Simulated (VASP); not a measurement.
# W (Fm-3m) in VASP: further runs

Runs on W. Level: PBE. Tasks: single point.

Program: VASP 6.6.1. These are calculated values, not measurements. Logs are shortened: lines on timing, memory, paths and dates and some standing lists are left out, and cuts for length are marked.

**1. The cell of the first run**

The structure is cubic, space group Fm-3m (No. 225). Conventional cell: a = 4.060 Å, b = 4.060 Å, c = 4.060 Å, α = 90.00°, β = 90.00°, γ = 90.00°. Within 3.8 Å of W (site symmetry m-3m) lie 12 W at 2.87 Å.

**2. Single point, PBE**

Contents of INCAR:

```
SYSTEM = W
  PREC = Accurate
  ENCUT = 520
  EDIFF = 1E-6
  ISMEAR = -1
  SIGMA = 0.05
  LREAL = .FALSE.
  LASPH = .TRUE.
  NELM = 80
  ALGO = Normal
  ISIF = 2
  LWAVE = .FALSE.
  LCHARG = .TRUE.
  GGA = PE
  LELF = .TRUE.
  LVHAR = .TRUE.
  NBANDS = 13
```

Contents of KPOINTS:

```
Automatic mesh
0
G
  14 14 14
  0 0 0
```

Contents of POSCAR:

```
W
1.0
    0.0000000000      2.0300000000      2.0300000000
    2.0300000000      0.0000000000      2.0300000000
    2.0300000000      2.0300000000      0.0000000000
W
1
Direct
    0.0000000000      0.0000000000      0.0000000000
```

Potentials or basis: VASP PAW PBE potentials, release 64 (W_sv).

The run is started by

```bash
> cat potpaw_PBE.64/W_sv/POTCAR > POTCAR
> mpirun -np 1 vasp_std > vasp.out
```

OUTCAR:

```text
SYSTEM = W
   PREC = Accurate
   ENCUT = 520
   EDIFF = 1E-6
   ISMEAR = -1
   LREAL = .FALSE.
   LASPH = .TRUE.
   NELM = 80
   ISIF = 2
   GGA = PE

 ion  position               nearest neighbor table
   1  0.000  0.000  0.000-

  LATTYP: Found a face centered cubic cell.
 ALAT       =     4.0600000000

  Lattice vectors:

 A1 = (   0.0000000000,   2.0300000000,   2.0300000000)
 A2 = (   2.0300000000,   0.0000000000,   2.0300000000)
 A3 = (   2.0300000000,   2.0300000000,   0.0000000000)

Analysis of symmetry for initial positions (statically):
=====================================================================
 Subroutine PRICEL returns:
 Original cell was already a primitive cell.

 Routine SETGRP: Setting up the symmetry group for a
 face centered cubic supercell.

 Subroutine GETGRP returns: Found 48 space group operations
 (whereof 48 operations were pure point group operations)
 out of a pool of 48 trial point group operations.

The static configuration has the point symmetry O_h .

Analysis of symmetry for dynamics (positions and initial velocities):
=====================================================================
 Subroutine PRICEL returns:
 Original cell was already a primitive cell.

 Routine SETGRP: Setting up the symmetry group for a
 face centered cubic supercell.

 Subroutine GETGRP returns: Found 48 space group operations
 (whereof 48 operations were pure point group operations)
 out of a pool of 48 trial point group operations.

The dynamic configuration has the point symmetry O_h .

 Subroutine INISYM returns: Found 48 space group operations
 (whereof 48 operations are pure point group operations),
 and found     1 'primitive' translations

----------------------------------------------------------------------------------------

                                     Primitive cell

  volume of cell :      16.7309

  direct lattice vectors                    reciprocal lattice vectors
     0.000000000  2.030000000  2.030000000    -0.246305419  0.246305419  0.246305419
     2.030000000  0.000000000  2.030000000     0.246305419 -0.246305419  0.246305419
     2.030000000  2.030000000  0.000000000     0.246305419  0.246305419 -0.246305419

  length of vectors
     2.870853532  2.870853532  2.870853532     0.426613499  0.426613499  0.426613499

  position of ions in fractional coordinates (direct lattice)
     0.000000000  0.000000000  0.000000000

  ion indices of the primitive-cell ions
   primitive index   ion index
                 1           1

----------------------------------------------------------------------------------------

 KPOINTS: Automatic mesh

Automatic generation of k-mesh.
 Grid dimensions read from file:
 generate k-points for:   14   14   14

 Generating k-lattice:

  Cartesian coordinates                     Fractional coordinates (reciprocal lattice)
    -0.017593244  0.017593244  0.017593244     0.071428571  0.000000000  0.000000000
     0.017593244 -0.017593244  0.017593244     0.000000000  0.071428571  0.000000000
     0.017593244  0.017593244 -0.017593244     0.000000000  0.000000000  0.071428571

  Length of vectors
     0.030472393  0.030472393  0.030472393

  Shift w.r.t. Gamma in fractional coordinates (k-lattice)
     0.000000000  0.000000000  0.000000000

 Subroutine IBZKPT returns following result:
 ===========================================

 Found    104 irreducible k-points:

 Following reciprocal coordinates:
            Coordinates               Weight
  0.000000  0.000000  0.000000      1.000000
  0.071429  0.000000  0.000000      8.000000
  0.142857  0.000000  0.000000      8.000000
  0.214286  0.000000  0.000000      8.000000
  0.285714  0.000000  0.000000      8.000000
  0.357143  0.000000  0.000000      8.000000
[... 16 lines left out ...]
  0.214286  0.142857  0.000000     24.000000
  0.285714  0.142857  0.000000     24.000000
 [... further k-points ...]
   k-points           NKPTS =    104   k-points in BZ     NKDIM =    104   number of bands    NBANDS=     13
   number of dos      NEDOS =    301   number of ions     NIONS =      1
   total plane-waves  NPLWV =  13824
   dimension x,y,z NGX =    24 NGY =   24 NGZ =   24
   dimension x,y,z NGXF=    48 NGYF=   48 NGZF=   48
   ions per type =               1
   NGX,Y,Z   is equivalent  to a cutoff of  13.90, 13.90, 13.90 a.u.
   NGXF,Y,Z  is equivalent  to a cutoff of  27.80, 27.80, 27.80 a.u.
 SYSTEM =  W
   PREC   = accura    normal or accurate (medium, high low for compatibility)
   ISTART =      0    job   : 0-new  1-cont  2-samecut
   ICHARG =      2    charge: 1-file 2-atom 10-const
   ISPIN  =      1    spin polarized calculation?
   LNONCOLLINEAR =      F non collinear calculations
   LSORBIT =      F    spin-orbit coupling
   LASPH  =      T    aspherical Exc in radial PAW
   ENCUT  =  520.0 eV  38.22 Ry    6.18 a.u.   5.34  5.34  5.34*2*pi/ulx,y,z
   NELM   =     80;   NELMIN=  2; NELMDL= -5     # of ELM steps
   EDIFF  = 0.1E-05   stopping-criterion for ELM
   LREAL  =      F    real-space projection
   EDIFFG = 0.1E-04   stopping-criterion for IOM
   NSW    =      0    number of steps for IOM
   IBRION =     -1    ionic relax: 0-MD 1-quasi-New 2-CG
   NFREE  =      0    steps in history (QN), initial steepest desc. (CG)
   ISIF   =      2    stress and relaxation
   ISYM   =      2    0-nonsym 1-usesym 2-fastsym
   POTIM  = 0.5000    time-step for ionic-motion
   TEBEG  =    0.0;   TEEND  =   0.0 temperature during run
   PSTRESS=    0.0 pullay stress
   NELECT =      14.0000    total number of electrons
   NUPDOWN=      -1.0000    fix difference up-down
   EMIN   =  10.00;   EMAX   =-10.00  energy-range for DOS
   EFERMI =   0.00;   METHOD = LEGACY
   ISMEAR =    -1;   SIGMA  =   0.05  broadening in eV -4-tet -1-fermi 0-gaus
   EFERMI_NEDOS =   21; number of points for ismear=-14 and -15
   IALGO  =     38    algorithm
   IMIX   =      4    mixing-type and parameters
     AMIX     =   0.40;   BMIX     =  1.00
     AMIX_MAG =   1.60;   BMIX_MAG =  1.00
  volume/ion in A,a.u.               =      16.73       112.91
  Fermi-wavevector in a.u.,A,eV,Ry     =   1.542688  2.915258 32.380324  2.379887
  Thomas-Fermi vector in A             =   2.648457
   LORBIT       =      0    0 simple, 1 ext, 2 COOP (PROOUT), +10 PAW based schemes
   GGA     = PE    functional components
   LHFCALC =     F    Hartree Fock is set to
   AEXX    =    0.0000 exact exchange contribution
   IVDW    =     0    specifies the selected vdW correction
   LEPSILON=     F    determine dielectric tensor
   LRPA    =     F    only Hartree local field effects (RPA)
 non-spin polarized calculation
  energy-cutoff  :      520.00
  volume of cell :       16.73
 maximum number of plane-waves:       464
 NGX is ok and might be reduce to    24
   NGX = 11   NGY = 11   NGZ = 11

 number of electron      14.0000002 magnetization

 Free energy of the ion-electron system (eV)
  ---------------------------------------------------
  ext. energy  EPLUGINS =         0.00000000
  ---------------------------------------------------
  free energy    TOTEN  =       -12.47405996 eV

  energy without entropy =      -12.46338914  energy(sigma->0) =      -12.46872455

 E-fermi :  10.2124     XC(G=0): -13.3283

 val. band max:       10.2083568069   @ k =   0.2143   0.0714   0.0000
 cond. band min:      10.2251525162   @ k =  -0.1429   0.0714   0.0000
 fundamental gap:      0.0167957093
 Fermi energy:        10.2123637959

 k-point     1 :       0.0000    0.0000    0.0000
  band No.  band energies     occupation
      1     -63.4852      2.00000
      2     -27.1395      2.00000
      3     -27.1395      2.00000
      4     -27.1395      2.00000
      5       1.3351      2.00000
      6       9.6920      1.99994
      7       9.6920      1.99994
      8       9.6920      1.99994
      9      12.7316      0.00000
     10      12.7316      0.00000
     11      22.9875      0.00000
     12      28.1114      0.00000
     13      28.1114      0.00000

 k-point     2 :       0.0714    0.0000    0.0000
  band No.  band energies     occupation
      1     -63.4804      2.00000
      2     -27.1961      2.00000
      3     -27.1468      2.00000
      4     -27.1468      2.00000
      5       1.5536      2.00000
      6       9.5247      2.00000
      7       9.7932      1.99954
      8       9.7932      1.99954
      9      12.6409      0.00000
     10      12.6409      0.00000
     11      23.4240      0.00000
     12      27.1842      0.00000
     13      28.5204      0.00000

 k-point     3 :       0.1429    0.0000    0.0000
  band No.  band energies     occupation
      1     -63.4670      2.00000
      2     -27.3526      2.00000
      3     -27.1671      2.00000
      4     -27.1671      2.00000
      5       2.1705      2.00000
      6       9.1324      2.00000
      7      10.0264      1.95264
      8      10.0264      1.95264
      9      12.4852      0.00000
     10      12.4852      0.00000
     11      24.4296      0.00000
     12      25.7856      0.00000
     13      29.6830      0.00000
[... 305 lines left out ...]
 k-point    23 :       0.2143    0.1429    0.0000
  band No.  band energies     occupation
      1     -63.4464      2.00000
      2     -27.4898      2.00000
      3     -27.2512      2.00000
      4     -27.2425      2.00000
      5       3.1331      2.00000
      6       8.2784      2.00000
      7      10.4432      0.01959
      8      10.7092      0.00010
      9      11.3560      0.00000
     10      13.3192      0.00000
     11      25.9737      0.00000
     12      26.5319      0.00000
     13      29.2378      0.00000

 k-point    24 :       0.2857    0.1429    0.0000
  band No.  band energies     occupation
      1     -63.4275      2.00000
      2     -27.6851      2.00000
      3     -27.2876      2.00000
      4     -27.2765      2.00000
      5       4.0158      2.00000
      6       7.9967      2.00000
      7       9.8880      1.99696
      8      10.8243      0.00001
      9      12.1602      0.00000
     10      13.7563      0.00000
     11      24.7023      0.00000
     12      27.5982      0.00000
     13      29.7760      0.00000

 [... further k-points ...]
[... 5 lines left out ...]
  --------------------------------------------------------------------------------------
  -------------------------------------------------------------------------------------
  Total       -0.4438269     -0.4438269     -0.4438269      0.0000000      0.0000000     -0.0000000
  in kB      -42.5016840    -42.5016840    -42.5016840      0.0000000      0.0000000     -0.0000000
  external PRESSURE =     -42.5016840 kB  Pullay stress =       0.0000000 kB

 VOLUME and BASIS-vectors are now :
 -----------------------------------------------------------------------------
  energy-cutoff  :      520.00
  volume of cell :       16.73
      direct lattice vectors                 reciprocal lattice vectors
     0.000000000  2.030000000  2.030000000    -0.246305419  0.246305419  0.246305419
     2.030000000  0.000000000  2.030000000     0.246305419 -0.246305419  0.246305419
     2.030000000  2.030000000  0.000000000     0.246305419  0.246305419 -0.246305419

 POSITION                                       TOTAL-FORCE (eV/Angst)
 -----------------------------------------------------------------------------------
      0.00000      0.00000      0.00000         0.000000     -0.000000      0.000000
 -----------------------------------------------------------------------------------
    total drift:                                0.000000      0.000000     -0.000000

  FREE ENERGIE OF THE ION-ELECTRON SYSTEM (eV)
  ---------------------------------------------------
  free  energy   TOTEN  =       -12.4740599643 eV

  energy  without entropy=      -12.4633891364  energy(sigma->0) =      -12.46872455
```

It used 9 s of CPU time on 1 thread of Intel(R) Xeon(R) Platinum 8488C (Sapphire Rapids), with other jobs on the host.

Results:

```
Free energy            : -12.4741 eV
Pressure               : -4.3 GPa
Band gap on the k mesh : zero (band 7 reaches 13.17 eV, above the bottom of band 8 at 9.69 eV)
```

Caveat: spin-orbit coupling is left out, which moves the levels of the heavy elements.

**3. Single point, PBE, non-collinear spin, zero start, spin-orbit coupling**

Contents of INCAR:

```
SYSTEM = W
ALGO = Normal ; EDIFF = 1E-6
ENCUT = 520 ; GGA = PE
GGA_COMPAT = .FALSE. ; ISIF = 2
ISMEAR = -1 ; LASPH = .TRUE.
LCHARG = .FALSE. ; LMAXMIX = 4
LORBIT = 11 ; LORBMOM = .TRUE.
LREAL = .FALSE. ; LSORBIT = .TRUE.
LWAVE = .FALSE. ; MAGMOM = 0 0 0
NBANDS = 25 ; NELM = 150
PREC = Accurate ; SIGMA = 0.05
```

Contents of KPOINTS:

```
k-points
0
G
  14 14 14
  0 0 0
```

POSCAR is that of step 2.

Potentials or basis: VASP PAW PBE potentials, release 64 (W_sv).

The run is started by

```bash
> cat potpaw_PBE.64/W_sv/POTCAR > POTCAR
> mpirun -np 1 vasp_ncl > vasp.out
```

It used 44 s of CPU time on 1 thread of Intel(R) Xeon(R) Platinum 8488C (Sapphire Rapids), with other jobs on the host.

It converged, with:

```yaml
Free_energy: -13.3428 eV
Pressure: -3.1 GPa
Net_moment: 0.00 μB per cell
Valence_electrons_inside_the_program's_atomic_spheres: W 12.00
```

Moments on the atoms (μB; x, y, z):
```
W   0.00 0.00 0.00
```
